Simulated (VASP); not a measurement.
# Sn4O9 (a cell with a defect): single point with PBE

Sn4O9 (a cell with a defect):

```
Sn O
1.0
     0.00000    4.82719   -3.23815
     0.00000   -4.82719   -3.23815
    -4.82719    0.00000    3.23815
Sn O
4 9
Direct
  0.26080 0.74976 0.51033
  0.75194 0.24978 0.50149
  0.00442 0.00109 0.99829
  0.49741 0.49844 0.00263
  0.56694 0.74975 0.81646
  0.05802 0.24978 0.80758
  0.92534 0.83695 0.31021
  0.44569 0.24977 0.19523
  0.49801 0.18992 0.69412
  0.00785 0.69077 0.69187
  0.50139 0.80880 0.31642
  0.00444 0.30960 0.30743
  0.97357 0.66254 0.08771
```

- Program: VASP 6.6.1
- Task: single point
- Functional: PBE
- Potentials or basis: VASP PAW PBE potentials, release 64 (Sn_d, O_h)
- Cutoff: 1000 eV
- k mesh: 3 × 3 × 3
- Occupations: gaussian, width 0.02 eV
- Spin: no spin polarisation
- Dipole correction: no
- Further INCAR settings: ALGO = Normal; EDIFF = 1e-06; NBANDS = 67

```yaml
Pressure: 7.4 GPa
Largest_force: 0.599 eV/Å
Band_gap_on_the_k_mesh: 0.34 eV
```

Forces in eV/Å, atoms in the order of the input:
```
Sn   0.002 -0.002  0.000
Sn   0.019 -0.019  0.000
Sn   0.066 -0.011 -0.055
Sn   0.011 -0.067  0.055
O   -0.004  0.004  0.000
O    0.021 -0.021  0.000
O    0.000  0.030  0.598
O   -0.008  0.008  0.000
O   -0.063 -0.091 -0.021
O   -0.014  0.092  0.020
O   -0.092  0.014 -0.020
O    0.091  0.063  0.021
O   -0.031  0.000 -0.598
```

Stress tensor (GPa, compression positive):
```
 6.98 -2.44 -1.98
-2.44  6.99 -1.98
-1.98 -1.98  8.11
```

Levels at points of the mesh, in eV from the valence-band top:
| k point | band 53 | band 54 | band 55 | band 56 | band 57 | band 58 |
| --- | --- | --- | --- | --- | --- | --- |
| (0.00, 0.00, 0.00) | -1.09 | -0.75 | -0.61 | 0.34 | 3.78 | 3.82 |

Run time: 5.7 min on 1 thread of AMD EPYC 9R45 96-Core Processor (Zen 5), with other jobs on the host, peak memory 0.59 GiB.

Caveat: the k points lie up to 0.45 Å⁻¹ apart; spin-orbit coupling is left out, which moves the levels of the heavy elements.
